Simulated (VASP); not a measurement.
Write the native input for VASP 6.6.1 that does the following.

- Task: single point
- Functional: PBE
- Potentials or basis: VASP PAW PBE potentials, release 64 (Zn, Se)
- Cutoff: 520 eV
- k mesh: 8 × 8 × 8
- Occupations: fermi-dirac, width 0.02 eV
- Spin: no spin polarisation
- Dipole correction: no
- Further INCAR settings: ALGO = Normal; EDIFF = 1e-06; NBANDS = 16

The structure of ZnSe (Stilleite) lies in POSCAR:

```
ZnSe
1.0
    0.0000000000      2.8324246760      2.8324246760
    2.8324246760      0.0000000000      2.8324246760
    2.8324246760      2.8324246760      0.0000000000
Zn Se
1 1
Direct
    0.0000000000      0.0000000000      0.0000000000
    0.2500000000      0.2500000000      0.2500000000
```

These files were run (other wordings do the same):

INCAR

```
SYSTEM = ZnSe
PREC = Accurate ; ENCUT = 520
EDIFF = 1E-6 ; ISMEAR = -1
SIGMA = 0.02 ; LREAL = .FALSE.
LASPH = .TRUE. ; NELM = 100
ALGO = Normal ; ISIF = 2
LWAVE = .FALSE. ; LCHARG = .FALSE.
GGA = PE ; NBANDS = 16
```

KPOINTS

```
regular mesh
0
G
  8 8 8
  0 0 0
```

Potentials or basis: VASP PAW PBE potentials, release 64 (Zn, Se).

The run is started by

```bash
$ cat potpaw_PBE.64/Zn/POTCAR potpaw_PBE.64/Se/POTCAR > POTCAR
$ mpirun -np 1 vasp_std > vasp.out
```

It gave:

```yaml
Pressure: 2.4 GPa
Band_gap_on_the_k_mesh: 1.30 eV, direct
```

Run time: 22 s on 1 thread of Intel(R) Xeon(R) Platinum 8488C (Sapphire Rapids), on a shared host, peak memory 0.17 GiB.
